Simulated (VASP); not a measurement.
MgO, 2 atoms in the cell. The structure is cubic, space group Fm-3m (No. 225). The conventional cell has a = 4.095 Å, b = 4.095 Å, c = 4.095 Å, α = 90.00°, β = 90.00°, γ = 90.00°. Within 2.7 Å of Mg (site symmetry m-3m) lie 6 O at 2.05 Å. Within 2.7 Å of O (site symmetry m-3m) lie 6 Mg at 2.05 Å. 

- Program: VASP 6.6.1
- Task: single point
- Functional: LDA
- Potentials or basis: VASP PAW LDA potentials, release 64 (Mg, O)
- Cutoff: 520 eV
- k mesh: 6 × 6 × 6
- Occupations: gaussian, width 0.01 eV
- Spin: no spin polarisation
- Dipole correction: no
- Further INCAR settings: ALGO = Normal; EDIFF = 1e-06; NBANDS = 11

Potentials or basis: VASP PAW LDA potentials, release 64 (Mg, O).

Run with:

```bash
$ cat potpaw_LDA.64/Mg/POTCAR potpaw_LDA.64/O/POTCAR > POTCAR
$ mpirun -np 1 vasp_std > vasp.out
```

Hardware: 1 thread of Intel Xeon 8259CL, on a shared host.

Q: Estimate the wall time of this run.

A: Wall time 5 s on 1 thread of Intel Xeon 8259CL (shared host), peak memory 0.13 GiB. Counts: scf iterations 11, k points 16.
